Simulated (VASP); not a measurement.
# MgO (P6_3/mmc) in VASP: further runs

Runs on MgO. Level: PBEsol. Tasks: single point.

Program: VASP 6.6.1. These are calculated values, not measurements. Logs are shortened: lines on timing, memory, paths and dates and some standing lists are left out, and cuts for length are marked.

## 1. The cell of the first run

The structure is hexagonal, space group P6_3/mmc (No. 194). The conventional cell has a = 3.356 Å, b = 3.356 Å, c = 4.548 Å, α = 90.00°, β = 90.00°, γ = 120.00°. Within 2.6 Å of Mg (site symmetry -6m2) lie 5 O at 1.94 to 2.27 Å. O (site symmetry -6m2) has 5 Mg at 1.94 to 2.27 Å within 2.6 Å.

## 2. Single point, PBEsol (volume 11.092 Å^3 an atom, c/a of the conventional cell 1.3551)

File INCAR:

```
SYSTEM = MgO
PREC = Accurate
ENCUT = 520
EDIFF = 1E-6
ISMEAR = 0
SIGMA = 0.05
LREAL = .False.
LASPH = .True.
NELM = 100
ALGO = Normal
ISIF = 2
LWAVE = .False.
LCHARG = .False.
GGA = PS
NBANDS = 16
```

File KPOINTS:

```
regular mesh
0
Gamma
  9 9 6
  0 0 0
```

File POSCAR:

```
MgO
1.0
    3.3562611323      0.0000000000      0.0000000000
   -1.6781305662      2.9066074023      0.0000000000
    0.0000000000      0.0000000000      4.5480694603
Mg O
2 2
Direct
    0.6666666667      0.3333333333      0.7500000000
    0.3333333333      0.6666666667      0.2500000000
    0.6666666667      0.3333333333      0.2500000000
    0.3333333333      0.6666666667      0.7500000000
```

Potentials or basis: VASP PAW PBE potentials, release 64 (Mg, O).

Launch:

```bash
> cat potpaw_PBE.64/Mg/POTCAR potpaw_PBE.64/O/POTCAR > POTCAR
> mpirun -np 1 vasp_std > vasp.out
```

OUTCAR:

```text
SYSTEM = MgO
   PREC = Accurate
   ENCUT = 520
   EDIFF = 1E-6
   ISMEAR = 0
   LREAL = .False.
   LASPH = .True.
   NELM = 100
   ISIF = 2
   GGA = PS

 ion  position               nearest neighbor table
   1  0.667  0.333  0.750-   4 1.94   4 1.94   4 1.94   3 2.27   3 2.27   2 2.99   2 2.99   2 2.99
                             2 2.99   2 2.99   2 2.99
   2  0.333  0.667  0.250-   3 1.94   3 1.94   3 1.94   4 2.27   4 2.27   1 2.99   1 2.99   1 2.99
                             1 2.99   1 2.99   1 2.99
   3  0.667  0.333  0.250-   2 1.94   2 1.94   2 1.94   1 2.27   1 2.27
   4  0.333  0.667  0.750-   1 1.94   1 1.94   1 1.94   2 2.27   2 2.27

  LATTYP: Found a hexagonal cell.
 ALAT       =     3.3562611323
 C/A-ratio  =     1.3551000000

  Lattice vectors:

 A1 = (   3.3562611323,   0.0000000000,   0.0000000000)
 A2 = (  -1.6781305662,   2.9066074023,   0.0000000000)
 A3 = (   0.0000000000,   0.0000000000,   4.5480694603)

Analysis of symmetry for initial positions (statically):
=====================================================================
 Subroutine PRICEL returns:
 Original cell was already a primitive cell.

 Routine SETGRP: Setting up the symmetry group for a
 hexagonal supercell.

 Subroutine GETGRP returns: Found 24 space group operations
 (whereof 12 operations were pure point group operations)
 out of a pool of 24 trial point group operations.

The static configuration has the point symmetry D_3d.
 The point group associated with its full space group is D_6h.

Analysis of symmetry for dynamics (positions and initial velocities):
=====================================================================
 Subroutine PRICEL returns:
 Original cell was already a primitive cell.

 Routine SETGRP: Setting up the symmetry group for a
 hexagonal supercell.

 Subroutine GETGRP returns: Found 24 space group operations
 (whereof 12 operations were pure point group operations)
 out of a pool of 24 trial point group operations.

The dynamic configuration has the point symmetry D_3d.
 The point group associated with its full space group is D_6h.

 Subroutine INISYM returns: Found 24 space group operations
 (whereof 12 operations are pure point group operations),
 and found     1 'primitive' translations

----------------------------------------------------------------------------------------

                                     Primitive cell

  volume of cell :      44.3679

  direct lattice vectors                    reciprocal lattice vectors
     3.356261132  0.000000000  0.000000000     0.297950595  0.172021856  0.000000000
    -1.678130566  2.906607402  0.000000000     0.000000000  0.344043712  0.000000000
     0.000000000  0.000000000  4.548069460     0.000000000  0.000000000  0.219873511

  length of vectors
     3.356261132  3.356261132  4.548069460     0.344043712  0.344043712  0.219873511

  position of ions in fractional coordinates (direct lattice)
     0.666666667  0.333333333  0.750000000
     0.333333333  0.666666667  0.250000000
     0.666666667  0.333333333  0.250000000
     0.333333333  0.666666667  0.750000000

  ion indices of the primitive-cell ions
   primitive index   ion index
                 1           1
                 2           2
                 3           3
                 4           4

----------------------------------------------------------------------------------------

 KPOINTS: regular mesh

Automatic generation of k-mesh.
 Grid dimensions read from file:
 generate k-points for:    9    9    6

 Generating k-lattice:

  Cartesian coordinates                     Fractional coordinates (reciprocal lattice)
     0.033105622  0.019113540  0.000000000     0.111111111  0.000000000  0.000000000
     0.000000000  0.038227079  0.000000000     0.000000000  0.111111111  0.000000000
     0.000000000  0.000000000  0.036645585     0.000000000  0.000000000  0.166666667

  Length of vectors
     0.038227079  0.038227079  0.036645585

  Shift w.r.t. Gamma in fractional coordinates (k-lattice)
     0.000000000  0.000000000  0.000000000

 Subroutine IBZKPT returns following result:
 ===========================================

 Found     48 irreducible k-points:

 Following reciprocal coordinates:
            Coordinates               Weight
  0.000000  0.000000  0.000000      1.000000
  0.111111 -0.000000  0.000000      6.000000
  0.222222 -0.000000  0.000000      6.000000
  0.333333 -0.000000  0.000000      6.000000
  0.444444 -0.000000  0.000000      6.000000
  0.111111  0.111111  0.000000      6.000000
[... 16 lines left out ...]
  0.333333  0.222222  0.166667     24.000000
  0.333333  0.333333  0.166667      4.000000
 [... further k-points ...]
   k-points           NKPTS =     48   k-points in BZ     NKDIM =     48   number of bands    NBANDS=     16
   number of dos      NEDOS =    301   number of ions     NIONS =      4
   total plane-waves  NPLWV =  28224
   dimension x,y,z NGX =    28 NGY =   28 NGZ =   36
   dimension x,y,z NGXF=    56 NGYF=   56 NGZF=   72
   ions per type =               2   2
   NGX,Y,Z   is equivalent  to a cutoff of  13.87, 13.87, 13.16 a.u.
   NGXF,Y,Z  is equivalent  to a cutoff of  27.74, 27.74, 26.32 a.u.
 SYSTEM =  MgO
   PREC   = accura    normal or accurate (medium, high low for compatibility)
   ISTART =      0    job   : 0-new  1-cont  2-samecut
   ICHARG =      2    charge: 1-file 2-atom 10-const
   ISPIN  =      1    spin polarized calculation?
   LNONCOLLINEAR =      F non collinear calculations
   LSORBIT =      F    spin-orbit coupling
   LASPH  =      T    aspherical Exc in radial PAW
   ENCUT  =  520.0 eV  38.22 Ry    6.18 a.u.   6.24  6.24  8.46*2*pi/ulx,y,z
   NELM   =    100;   NELMIN=  2; NELMDL= -5     # of ELM steps
   EDIFF  = 0.1E-05   stopping-criterion for ELM
   LREAL  =      F    real-space projection
   EDIFFG = 0.1E-04   stopping-criterion for IOM
   NSW    =      0    number of steps for IOM
   IBRION =     -1    ionic relax: 0-MD 1-quasi-New 2-CG
   NFREE  =      0    steps in history (QN), initial steepest desc. (CG)
   ISIF   =      2    stress and relaxation
   ISYM   =      2    0-nonsym 1-usesym 2-fastsym
   POTIM  = 0.5000    time-step for ionic-motion
   TEBEG  =    0.0;   TEEND  =   0.0 temperature during run
   PSTRESS=    0.0 pullay stress
   NELECT =      16.0000    total number of electrons
   NUPDOWN=      -1.0000    fix difference up-down
   EMIN   =  10.00;   EMAX   =-10.00  energy-range for DOS
   EFERMI =   0.00;   METHOD = LEGACY
   ISMEAR =     0;   SIGMA  =   0.05  broadening in eV -4-tet -1-fermi 0-gaus
   EFERMI_NEDOS =   21; number of points for ismear=-14 and -15
   IALGO  =     38    algorithm
   IMIX   =      4    mixing-type and parameters
     AMIX     =   0.40;   BMIX     =  1.00
     AMIX_MAG =   1.60;   BMIX_MAG =  1.00
  volume/ion in A,a.u.               =      11.09        74.85
  Fermi-wavevector in a.u.,A,eV,Ry     =   1.165266  2.202034 18.474602  1.357845
  Thomas-Fermi vector in A             =   2.301794
   LORBIT       =      0    0 simple, 1 ext, 2 COOP (PROOUT), +10 PAW based schemes
   GGA     = PS    functional components
   LHFCALC =     F    Hartree Fock is set to
   AEXX    =    0.0000 exact exchange contribution
   IVDW    =     0    specifies the selected vdW correction
   LEPSILON=     F    determine dielectric tensor
   LRPA    =     F    only Hartree local field effects (RPA)
 non-spin polarized calculation
 Gauss-broadening in eV      SIGMA  =   0.05
  energy-cutoff  :      520.00
  volume of cell :       44.37
 maximum number of plane-waves:      1212
 NGX is ok and might be reduce to    28
   NGX = 13   NGY = 13   NGZ = 17

 number of electron      16.0000004 magnetization

 Free energy of the ion-electron system (eV)
  ---------------------------------------------------
  ext. energy  EPLUGINS =         0.00000000
  ---------------------------------------------------
  free energy    TOTEN  =       -24.54750491 eV

  energy without entropy =      -24.54750491  energy(sigma->0) =      -24.54750491

 E-fermi :   2.1556     XC(G=0): -10.2873

 val. band max:        1.9518078162   @ k =   0.0000   0.0000   0.0000
 cond. band min:       5.0982207193   @ k =   0.0000   0.0000   0.0000
 fundamental gap:      3.1464129031
 Fermi energy:         2.1556393442

 k-point     1 :       0.0000    0.0000    0.0000
  band No.  band energies     occupation
      1     -14.9765      2.00000
      2     -13.8014      2.00000
      3      -2.0144      2.00000
      4       0.2808      2.00000
      5       0.2808      2.00000
      6       0.9053      2.00000
[... 8 lines left out ...]
     15      17.7257      0.00000
     16      17.7257      0.00000

 k-point     2 :       0.1111   -0.0000    0.0000
  band No.  band energies     occupation
      1     -14.9095      2.00000
      2     -13.7931      2.00000
      3      -1.9010      2.00000
      4       0.0321      2.00000
      5       0.1942      2.00000
      6       0.5692      2.00000
[... 8 lines left out ...]
     15      16.9875      0.00000
     16      17.0786      0.00000

 k-point     3 :       0.2222   -0.0000    0.0000
  band No.  band energies     occupation
      1     -14.7271      2.00000
      2     -13.7819      2.00000
      3      -1.5756      2.00000
      4      -0.6658      2.00000
      5       0.0140      2.00000
      6       0.0750      2.00000
[... 8 lines left out ...]
     15      15.9217      0.00000
     16      16.0094      0.00000

 k-point     4 :       0.3333   -0.0000    0.0000
  band No.  band energies     occupation
      1     -14.4839      2.00000
      2     -13.7996      2.00000
      3      -1.3860      2.00000
      4      -1.0920      2.00000
      5      -0.3019      2.00000
      6      -0.1554      2.00000
[... 8 lines left out ...]
     15      15.3969      0.00000
     16      16.5809      0.00000
[... 324 lines left out ...]
 k-point    22 :       0.2222    0.2222    0.1667
  band No.  band energies     occupation
      1     -14.3190      2.00000
      2     -13.8542      2.00000
      3      -1.4370      2.00000
      4      -1.3233      2.00000
      5      -0.2347      2.00000
      6      -0.0742      2.00000
[... 8 lines left out ...]
     15      15.0878      0.00000
     16      17.7002      0.00000

 k-point    23 :       0.3333    0.2222    0.1667
  band No.  band energies     occupation
      1     -14.1414      2.00000
      2     -13.9115      2.00000
      3      -1.6906      2.00000
      4      -1.0582      2.00000
      5      -0.6575      2.00000
      6       0.2166      2.00000
[... 8 lines left out ...]
     15      14.9868      0.00000
     16      17.8027      0.00000

 k-point    24 :       0.3333    0.3333    0.1667
  band No.  band energies     occupation
      1     -14.0056      2.00000
      2     -14.0056      2.00000
      3      -1.6090      2.00000
      4      -0.9435      2.00000
      5      -0.9435      2.00000
      6       0.2633      2.00000
[... 8 lines left out ...]
     15      15.0337      0.00000
     16      18.8143      0.00000

 [... further k-points ...]
[... 5 lines left out ...]
  --------------------------------------------------------------------------------------
  -------------------------------------------------------------------------------------
  Total        2.3978078      2.3978078     -2.5780069     -0.0000000      0.0000000      0.0000000
  in kB       86.5876077     86.5876077    -93.0948067     -0.0000000      0.0000000      0.0000000
  external PRESSURE =      26.6934696 kB  Pullay stress =       0.0000000 kB

 VOLUME and BASIS-vectors are now :
 -----------------------------------------------------------------------------
  energy-cutoff  :      520.00
  volume of cell :       44.37
      direct lattice vectors                 reciprocal lattice vectors
     3.356261132  0.000000000  0.000000000     0.297950595  0.172021856  0.000000000
    -1.678130566  2.906607402  0.000000000     0.000000000  0.344043712  0.000000000
     0.000000000  0.000000000  4.548069460     0.000000000  0.000000000  0.219873511

 POSITION                                       TOTAL-FORCE (eV/Angst)
 -----------------------------------------------------------------------------------
      1.67813      0.96887      3.41105         0.000000     -0.000000      0.000000
     -0.00000      1.93774      1.13702        -0.000000      0.000000      0.000000
      1.67813      0.96887      1.13702         0.000000      0.000000      0.000000
     -0.00000      1.93774      3.41105        -0.000000     -0.000000      0.000000
 -----------------------------------------------------------------------------------
    total drift:                               -0.000000      0.000000     -0.000000

  FREE ENERGIE OF THE ION-ELECTRON SYSTEM (eV)
  ---------------------------------------------------
  free  energy   TOTEN  =       -24.5475049125 eV

  energy  without entropy=      -24.5475049125  energy(sigma->0) =      -24.54750491
```

Wall time 17 s (1 thread of Intel Xeon Platinum 8488C (Sapphire Rapids), shared host); peak memory 0.18 GiB.

Results:

```
Free energy            : -24.5475 eV
Pressure               : 2.7 GPa
Band gap on the k mesh : 3.15 eV, direct
```

Stress tensor (GPa, compression positive):
```
 8.66  0.00  0.00
 0.00  8.66  0.00
 0.00  0.00 -9.31
```

Levels at points of the mesh, in eV from the valence-band top:
```csv
k point,band 6,band 7,band 8,band 9,band 10,band 11
"(0.00, 0.00, 0.00)",-1.05,-1.05,0.00,3.15,8.96,10.90
"(0.00, 0.00, 0.50)",-1.37,-1.37,-1.37,6.10,6.10,13.54
```

Caveat: the PAW data sets were made with another functional, which shifts forces and pressure a little.

(Part 1 of 2 ends here.)
